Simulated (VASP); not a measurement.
Input of a VASP 6.6.1 run:

Contents of INCAR:

```
PREC = Accurate
ENCUT = 600
EDIFF = 1E-7
ISMEAR = 0
SIGMA = 0.1
LREAL = False
LASPH = True
NELM = 60
ALGO = Normal
ISIF = 3
LWAVE = False
LCHARG = False
GGA = PE
IBRION = 2
NSW = 100
EDIFFG = -0.01
```

Contents of KPOINTS:

```
Automatic mesh
0
Gamma
  10 10 6
```

Contents of POSCAR:

```
Al5H
1.0
    4.0924679718      0.0000000000      0.0000000000
    0.0000000000      4.0924679718      0.0000000000
    0.0000000000      0.0000000000      6.1220616991
Al H
5 1
Direct
    0.5000000000      0.0000000000      0.7095754722
    0.0000000000      0.5000000000      0.7095754722
    0.0000000000      0.0000000000      0.4280776995
    0.5000000000      0.0000000000      0.1444491836
    0.0000000000      0.5000000000      0.1444491836
    0.5000000000      0.5000000000      0.1468546989
```

Potentials or basis: VASP PAW PBE potentials, release 64 (Al, H).

Command:

```bash
$ cat potpaw_PBE.64/Al/POTCAR potpaw_PBE.64/H/POTCAR > POTCAR
$ mpirun -np 1 vasp_std > vasp.out
```

Estimate the space group after relaxing (to 0.05 Å).

P4mm (No. 99).

What does it give for the relaxed cell?

a = 4.102 Å, b = 4.102 Å, c = 6.103 Å, α = 90.00°, β = 90.00°, γ = 90.00°.

Forces in eV/Å, atoms in the order of the input:
```
Al   0.000  0.000  0.005
Al   0.000  0.000  0.005
Al   0.000  0.000 -0.001
Al   0.000  0.000 -0.008
Al   0.000  0.000 -0.008
H    0.000  0.000  0.008
```
